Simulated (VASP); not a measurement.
# Nb in VASP: single point with LDA

Aim: the single point of Nb with LDA.

All numbers are computed with VASP 6.6.1; they aren't measurements. Logs are shortened: lines on timing, memory, paths and dates and some standing lists are left out, and cuts for length are marked.

### 1 The cell of the first run

The cell holds a slab with vacuum, 16 atoms: a = 6.600 Å, b = 6.600 Å, c = 15.950 Å, α = 90.00°, β = 90.00°, γ = 90.00°.

### 2 Single point, LDA

The input, INCAR:

```
  ALGO = Normal
  EDIFF = 1E-7
  ENCUT = 520
  GGA = CA
  ISIF = 2
  ISMEAR = -1
  LASPH = True
  LCHARG = False
  LREAL = Auto
  LWAVE = False
  NBANDS = 118
  NELM = 80
  PREC = Accurate
  SIGMA = 0.1
```

The input, KPOINTS:

```
k-points
0
Gamma
  3 3 1
```

The input, POSCAR:

```
Nb
1.0
    6.6000000000      0.0000000000      0.0000000000
    0.0000000000      6.6000000000      0.0000000000
    0.0000000000      0.0000000000     15.9500000000
Nb
16
Direct
    0.2500000000      0.2500000000      0.0626959000
    0.7500000000      0.2500000000      0.0626959000
    0.2500000000      0.7500000000      0.0626959000
    0.7500000000      0.7500000000      0.0626959000
    0.0000000000      0.0000000000      0.1502589800
    0.5000000000      0.0000000000      0.1502589800
    0.0000000000      0.5000000000      0.1502589800
    0.5000000000      0.5000000000      0.1502589800
    0.2500000000      0.2500000000      0.2548046744
    0.7500000000      0.2500000000      0.2548046744
    0.2500000000      0.7500000000      0.2548046744
    0.7500000000      0.7500000000      0.2548046744
    0.0000000000      0.0000000000      0.3422755953
    0.5000000000      0.0000000000      0.3422755953
    0.0000000000      0.5000000000      0.3422755953
    0.5000000000      0.5000000000      0.3422755953
```

Potentials or basis: VASP PAW LDA potentials, release 64 (Nb_sv).

Started as:

```console
cat potpaw_LDA.64/Nb_sv/POTCAR > POTCAR
mpirun -np 1 vasp_std > vasp.out
```

OUTCAR:

```text
EDIFF = 1E-7
   ENCUT = 520
   GGA = CA
   ISIF = 2
   ISMEAR = -1
   LASPH = True
   LREAL = Auto
   NELM = 80
   PREC = Accurate

 ion  position               nearest neighbor table
   1  0.250  0.250  0.063-   5 2.72   6 2.72   7 2.72   8 2.72
   2  0.750  0.250  0.063-   5 2.72   6 2.72   7 2.72   8 2.72
   3  0.250  0.750  0.063-   5 2.72   6 2.72   7 2.72   8 2.72
   4  0.750  0.750  0.063-   5 2.72   6 2.72   7 2.72   8 2.72
   5  0.000  0.000  0.150-   1 2.72   2 2.72   3 2.72   4 2.72   9 2.87  10 2.87  11 2.87  12 2.87
[... 26 lines left out ...]
 A1 = (   6.6000000000,   0.0000000000,   0.0000000000)
 A2 = (   0.0000000000,   6.6000000000,   0.0000000000)
 A3 = (   0.0000000000,   0.0000000000,  15.9500000000)

Analysis of symmetry for initial positions (statically):
=====================================================================
 Subroutine PRICEL returns following result:

  LATTYP: Found a simple tetragonal cell.
 ALAT       =     3.3000000000
 C/A-ratio  =     4.8333333333

  Lattice vectors:

 A1 = (   3.3000000000,   0.0000000000,   0.0000000000)
 A2 = (   0.0000000000,   3.3000000000,   0.0000000000)
 A3 = (   0.0000000000,   0.0000000000,  15.9500000000)

   4 primitive cells build up your supercell.

 Routine SETGRP: Setting up the symmetry group for a
 simple tetragonal supercell.

 Subroutine GETGRP returns: Found  8 space group operations
 (whereof  8 operations were pure point group operations)
 out of a pool of 16 trial point group operations.

The static configuration has the point symmetry C_4v.

Analysis of symmetry for dynamics (positions and initial velocities):
=====================================================================
 Subroutine PRICEL returns following result:

  LATTYP: Found a simple tetragonal cell.
 ALAT       =     3.3000000000
 C/A-ratio  =     4.8333333333

  Lattice vectors:

 A1 = (   3.3000000000,   0.0000000000,   0.0000000000)
 A2 = (   0.0000000000,   3.3000000000,   0.0000000000)
 A3 = (   0.0000000000,   0.0000000000,  15.9500000000)

   4 primitive cells build up your supercell.

 Routine SETGRP: Setting up the symmetry group for a
[... 86 lines left out ...]
   ENCUT  =  520.0 eV  38.22 Ry    6.18 a.u.  12.27 12.27 29.66*2*pi/ulx,y,z
   NELM   =     80;   NELMIN=  2; NELMDL= -5     # of ELM steps
   EDIFF  = 0.1E-06   stopping-criterion for ELM
   LREAL  =      T    real-space projection
   EDIFFG = 0.1E-05   stopping-criterion for IOM
   NSW    =      0    number of steps for IOM
   IBRION =     -1    ionic relax: 0-MD 1-quasi-New 2-CG
   NFREE  =      0    steps in history (QN), initial steepest desc. (CG)
   ISIF   =      2    stress and relaxation
   ISYM   =      2    0-nonsym 1-usesym 2-fastsym
   POTIM  = 0.5000    time-step for ionic-motion
   TEBEG  =    0.0;   TEEND  =   0.0 temperature during run
   PSTRESS=    0.0 pullay stress
   NELECT =     208.0000    total number of electrons
   NUPDOWN=      -1.0000    fix difference up-down
   EMIN   =  10.00;   EMAX   =-10.00  energy-range for DOS
   EFERMI =   0.00;   METHOD = LEGACY
   ISMEAR =    -1;   SIGMA  =   0.10  broadening in eV -4-tet -1-fermi 0-gaus
   EFERMI_NEDOS =   21; number of points for ismear=-14 and -15
   IALGO  =     38    algorithm
   IMIX   =      4    mixing-type and parameters
     AMIX     =   0.40;   BMIX     =  1.00
     AMIX_MAG =   1.60;   BMIX_MAG =  1.00
  volume/ion in A,a.u.               =      43.42       293.04
  Fermi-wavevector in a.u.,A,eV,Ry     =   1.095166  2.069563 16.318657  1.199387
  Thomas-Fermi vector in A             =   2.231484
   LORBIT       =      0    0 simple, 1 ext, 2 COOP (PROOUT), +10 PAW based schemes
   GGA     = CA    functional components
   LHFCALC =     F    Hartree Fock is set to
   AEXX    =    0.0000 exact exchange contribution
   IVDW    =     0    specifies the selected vdW correction
   LEPSILON=     F    determine dielectric tensor
   LRPA    =     F    only Hartree local field effects (RPA)
 non-spin polarized calculation
  energy-cutoff  :      520.00
  volume of cell :      694.78
 maximum number of plane-waves:     18755
 NGX is ok and might be reduce to    50
   NGX = 25   NGY = 25   NGZ = 59

 number of electron     208.0000025 magnetization

 Free energy of the ion-electron system (eV)
  ---------------------------------------------------
  ext. energy  EPLUGINS =         0.00000000
  ---------------------------------------------------
  free energy    TOTEN  =      -164.38466223 eV

  energy without entropy =     -163.63143509  energy(sigma->0) =     -164.00804866

 E-fermi :   2.5657     XC(G=0):  -6.5611

 val. band max:        2.4771393213   @ k =   0.3333   0.3333   0.0000
 cond. band min:       2.5913545843   @ k =   0.0000   0.0000   0.0000
 fundamental gap:      0.1142152630
 Fermi energy:         2.5656977426

 k-point     1 :       0.0000    0.0000    0.0000
  band No.  band energies     occupation
      1     -52.0211      2.00000
      2     -51.9887      2.00000
      3     -51.9264      2.00000
      4     -51.9264      2.00000
      5     -51.9251      2.00000
      6     -51.9251      2.00000
[... 346 lines left out ...]
    115       3.1079      0.00880
    116       3.1857      0.00405
 [bands above 116 left out]

------------------------ aborting loop because EDIFF is reached ----------------------------------------

  FORCE on cell =-STRESS in cart. coord.  units (eV):
  Direction    XX          YY          ZZ          XY          YZ          ZX
  --------------------------------------------------------------------------------------
  -------------------------------------------------------------------------------------
  Total      -11.7182954    -11.7182954     -1.0356096      0.0000000      0.0000000      0.0000000
  in kB      -27.0225584    -27.0225584     -2.3881307      0.0000000      0.0000000      0.0000000
  external PRESSURE =     -18.8110825 kB  Pullay stress =       0.0000000 kB

 VOLUME and BASIS-vectors are now :
 -----------------------------------------------------------------------------
  energy-cutoff  :      520.00
  volume of cell :      694.78
      direct lattice vectors                 reciprocal lattice vectors
     6.600000000  0.000000000  0.000000000     0.151515152  0.000000000  0.000000000
     0.000000000  6.600000000  0.000000000     0.000000000  0.151515152  0.000000000
     0.000000000  0.000000000 15.950000000     0.000000000  0.000000000  0.062695925

 POSITION                                       TOTAL-FORCE (eV/Angst)
 -----------------------------------------------------------------------------------
      1.65000      1.65000      1.00000        -0.000000      0.000000      0.054547
      4.95000      1.65000      1.00000         0.000000     -0.000000      0.054547
      1.65000      4.95000      1.00000        -0.000000     -0.000000      0.054547
      4.95000      4.95000      1.00000         0.000000     -0.000000      0.054547
      0.00000      0.00000      2.39663        -0.000000      0.000000     -0.016861
      3.30000      0.00000      2.39663        -0.000000      0.000000     -0.016861
[... 8 lines left out ...]
      0.00000      3.30000      5.45930         0.000000      0.000000     -0.042242
      3.30000      3.30000      5.45930        -0.000000      0.000000     -0.042242
 -----------------------------------------------------------------------------------
    total drift:                                0.000000     -0.000000      0.010339

  FREE ENERGIE OF THE ION-ELECTRON SYSTEM (eV)
  ---------------------------------------------------
  free  energy   TOTEN  =      -164.3846622309 eV

  energy  without entropy=     -163.6314350881  energy(sigma->0) =     -164.00804866
```

OSZICAR:

```text
N       E                     dE             d eps       ncg     rms          rms(c)
DAV:   1     0.286608620738E+04    0.28661E+04   -0.11339E+05   852   0.166E+03
DAV:   2     0.125837076452E+03   -0.27402E+04   -0.26780E+04   914   0.781E+02
DAV:   3    -0.147270855147E+03   -0.27311E+03   -0.26597E+03  1120   0.168E+02
[... 18 lines left out ...]
DAV:  22    -0.164384659665E+03   -0.14226E-04   -0.15549E-05  1024   0.142E-02    0.342E-03
DAV:  23    -0.164384661580E+03   -0.19154E-05   -0.34737E-06   896   0.505E-03    0.149E-03
DAV:  24    -0.164384661825E+03   -0.24505E-06   -0.91653E-07   640   0.347E-03    0.113E-03
DAV:  25    -0.164384662170E+03   -0.34493E-06   -0.38970E-07   520   0.187E-03    0.791E-04
DAV:  26    -0.164384662231E+03   -0.60656E-07   -0.20162E-07   496   0.158E-03
   1 F= -.16438466E+03 E0= -.16400805E+03  d E =-.753227E+00
```

It took 13 min on 1 thread of AMD EPYC 7R43 (Zen 3), shared host; peak memory 0.53 GiB.

What came out:

```
Free energy            : -164.3847 eV
Largest force          : 0.055 eV/Å
Band gap on the k mesh : zero (bands 104 and 105 overlap by 0.15 eV)
```

Forces in eV/Å, atoms in the order of the input:
```
Nb   0.000  0.000  0.055
Nb   0.000  0.000  0.055
Nb   0.000  0.000  0.055
Nb   0.000  0.000  0.055
Nb   0.000  0.000 -0.017
Nb   0.000  0.000 -0.017
Nb   0.000  0.000 -0.017
Nb   0.000  0.000 -0.017
Nb   0.000  0.000  0.005
Nb   0.000  0.000  0.005
Nb   0.000  0.000  0.005
Nb   0.000  0.000  0.005
Nb   0.000  0.000 -0.042
Nb   0.000  0.000 -0.042
Nb   0.000  0.000 -0.042
Nb   0.000  0.000 -0.042
```
